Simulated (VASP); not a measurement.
Here is a VASP 6.6.1 calculation.

INCAR

```
SYSTEM = CdTe
PREC     = Accurate       ! precision mode
ENCUT    = 520            ! plane-wave cutoff, eV
EDIFF    = 1E-7           ! SCF threshold, eV
ISMEAR   = -1             ! smearing method
SIGMA    = 0.05           ! smearing width, eV
LREAL    = .False.        ! projectors in reciprocal space
LASPH    = .True.         ! aspherical terms in the spheres
NELM     = 100            ! most SCF steps
ALGO     = Normal         ! electronic algorithm
ISIF     = 2              ! what is computed and relaxed
LWAVE    = .False.        ! write WAVECAR
LCHARG   = .False.        ! write CHGCAR
GGA      = CA             ! functional
NBANDS   = 16             ! bands
```

Contents of KPOINTS:

```
regular mesh
0
Gamma
  7 7 7
  0 0 0
```

POSCAR

```
CdTe
1.0
    0.0000000000      3.0475217391      3.0475217391
    3.0475217391      0.0000000000      3.0475217391
    3.0475217391      3.0475217391      0.0000000000
Te Cd
1 1
Direct
    0.7500000000      0.7500000000      0.7500000000
    0.0000000000      0.0000000000      0.0000000000
```

Potentials or basis: VASP PAW LDA potentials, release 64 (Te, Cd).

Run with:

```sh
$ cat potpaw_LDA.64/Te/POTCAR potpaw_LDA.64/Cd/POTCAR > POTCAR
$ mpirun -np 1 vasp_std > vasp.out
```

(1) What does it give for the pressure?

(2) Predict the band gap on the k mesh.

Results:

(1) 10.5 GPa.

(2) 1.13 eV, direct.

Caveat: spin-orbit coupling is left out, which moves the levels of the heavy elements.
